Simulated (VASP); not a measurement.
Here is a VASP 6.6.1 calculation.

Contents of INCAR:

```
PREC = Accurate
ENCUT = 520
EDIFF = 1E-6
ISMEAR = -1
SIGMA = 0.01
LREAL = Auto
LASPH = True
NELM = 200
ALGO = Normal
ISIF = 2
LWAVE = False
LCHARG = True
ISPIN = 2
MAGMOM = -0.02 -0.02 0 -0.02 -0.02 -0.01 -0.02 -0.02 -0.05 -0.03 -0.02 -0.01 -0.02 -0.02 0 -0.02 -0.02 -0.03 -0.01 -0.01 0 0 -0.01 -0.01 0 0 -0.01 -0.01 0 0 -0.01 0 0 0.01 -0.01 -0.01 0.02 0.02 -0.01 -0.01 0.01 0 0 -0.01 0 0 -0.01 -0.01 0 0.02 -0.01 -0.01 0.01 0 1.44
LORBIT = 11
NUPDOWN = 1.0
LMAXMIX = 4
GGA = PE
LELF = True
LVHAR = True
NBANDS = 276
NELECT = 475.0
GGA_COMPAT = False
```

File KPOINTS:

```
Automatic mesh
0
Gamma
  1 1 1
```

File POSCAR:

```
CoMo18S36
1.0
    9.3669868000      0.0000000800      0.0000000000
   -4.6834934700      8.1120484800      0.0000000000
    0.0000000000      0.0000000000     12.0827026900
Mo S Co
18 36 1
Direct
    0.2222892137      0.1114463239      0.2529152689
    0.1114171044      0.2221161517      0.7472334818
    0.2216238284      0.4441540249      0.2518583862
    0.1114216233      0.5560398218      0.7472223915
    0.2222966251      0.7775282652      0.2529105514
    0.1120763755      0.8894076519      0.7482941716
    0.5562090047      0.1114523610      0.2529116273
    0.4441435097      0.2214768525      0.7482983097
    0.5551166021      0.4432112264      0.2563811326
    0.4431894507      0.5549606829      0.7437652180
    0.5551305681      0.7786082604      0.2563875053
    0.4441459436      0.8893985264      0.7482925163
    0.8895608802      0.1120900511      0.2518506892
    0.7775056749      0.2221255139      0.7472286815
    0.8895618150      0.4441728791      0.2518405094
    0.7785801334      0.5549600633      0.7437573555
    0.8905174382      0.7786017236      0.2563798911
    0.7785822017      0.8903508103      0.7437631489
    0.2228635114      0.1106852337      0.6190757310
    0.1108387024      0.2228709549      0.3810740128
    0.2222177753      0.1113329123      0.8772571230
    0.1114904217      0.2222360968      0.1228930346
    0.2201376840      0.4434317659      0.6174060714
    0.1108354887      0.5546504070      0.3810692126
    0.2236006390      0.4451720168      0.8756439905
    0.1114976444      0.5559435452      0.1228883171
    0.2228661308      0.7789196524      0.6190711790
    0.1135775188      0.8901283084      0.3827331615
    0.2222203848      0.7776204738      0.8772526538
    0.1101047058      0.8883899066      0.1244984701
    0.5546297133      0.1106838745      0.6190758965
    0.4436002662      0.2201627578      0.3827394515
    0.5559187199      0.1113255126      0.8772543091
    0.4453361289      0.2236351236      0.1244974770
    0.5543182311      0.4418393165      0.6169641173
    0.4419960603      0.5543471511      0.3831855437
    0.5579324699      0.4490500722      0.8740488176
    0.4491984358      0.5579482143      0.1261167339
    0.5543248183      0.7792115606      0.6169642001
    0.4436128900      0.8901338524      0.3827387066
    0.5579318007      0.7756098809      0.8740462520
    0.4453492438      0.8883965600      0.1244973115
    0.8900994130      0.1134015571      0.6174079750
    0.7790836413      0.2228973288      0.3810638330
    0.8883647291      0.1099300542      0.8756477149
    0.7777948611      0.2222463219      0.1228831031
    0.8901042632      0.4434375531      0.6174008574
    0.7793773886      0.5543478874      0.3831767709
    0.8883757834      0.4451816256      0.8756439905
    0.7757632215      0.5579522791      0.1260928982
    0.8917113450      0.7792237613      0.6169591515
    0.7793899070      0.8917258021      0.3831805780
    0.8844922630      0.7756035907      0.8740301132
    0.7757800606      0.8845120879      0.1261013400
    0.6668454234      0.6668260132      0.0000719210
```

Potentials or basis: VASP PAW PBE potentials, release 64 (Mo_sv, S, Co).

Command:

```console
$ cat potpaw_PBE.64/Mo_sv/POTCAR potpaw_PBE.64/S/POTCAR potpaw_PBE.64/Co/POTCAR > POTCAR
$ mpirun -np 1 vasp_gam > vasp.out
```

Estimate the largest force.

0.019 eV/Å.

Forces in eV/Å, atoms in the order of the input:
```
Mo  -0.001  0.000  0.000
Mo   0.001  0.000 -0.001
Mo  -0.001  0.000  0.006
Mo   0.000  0.001  0.000
Mo  -0.001 -0.001  0.002
Mo   0.002  0.000 -0.006
Mo   0.000  0.000  0.001
Mo  -0.001 -0.001 -0.007
Mo   0.001  0.001  0.001
Mo   0.000  0.001  0.000
Mo   0.001  0.000  0.000
Mo  -0.001  0.001 -0.005
Mo   0.001  0.002  0.005
Mo   0.000 -0.001 -0.001
Mo   0.002  0.000  0.007
Mo  -0.001  0.001 -0.001
Mo  -0.001 -0.001  0.000
Mo  -0.001 -0.001 -0.002
S    0.000 -0.001  0.019
S   -0.002  0.000 -0.018
S    0.002  0.000 -0.015
S   -0.001  0.001  0.015
S    0.002  0.000  0.017
S   -0.001 -0.001 -0.017
S   -0.001  0.000 -0.016
S    0.001  0.000  0.013
S   -0.001 -0.001  0.017
S   -0.003  0.001 -0.017
S   -0.001  0.001 -0.016
S   -0.001  0.002  0.015
S   -0.001 -0.001  0.018
S    0.000  0.002 -0.017
S    0.000  0.001 -0.014
S    0.002 -0.001  0.016
S   -0.001  0.000  0.017
S    0.002 -0.002 -0.016
S   -0.001 -0.010 -0.010
S   -0.009 -0.006  0.009
S    0.000 -0.001  0.014
S   -0.001  0.001 -0.017
S   -0.012  0.008 -0.011
S   -0.001 -0.001  0.013
S    0.002 -0.001  0.017
S    0.000 -0.003 -0.017
S    0.002  0.000 -0.016
S    0.001 -0.001  0.017
S    0.001  0.000  0.017
S   -0.002 -0.002 -0.015
S    0.000 -0.002 -0.014
S    0.014 -0.006  0.011
S   -0.001  0.000  0.017
S    0.000 -0.001 -0.017
S    0.011  0.009 -0.011
S    0.001  0.014  0.011
Co   0.000 -0.001  0.000
```

Caveat: the k points lie up to 0.77 Å⁻¹ apart; the cell carries a net charge on a neutralising background, which shifts energy and pressure; the total moment is fixed, so each spin has its own Fermi level and the state may be an excited one.
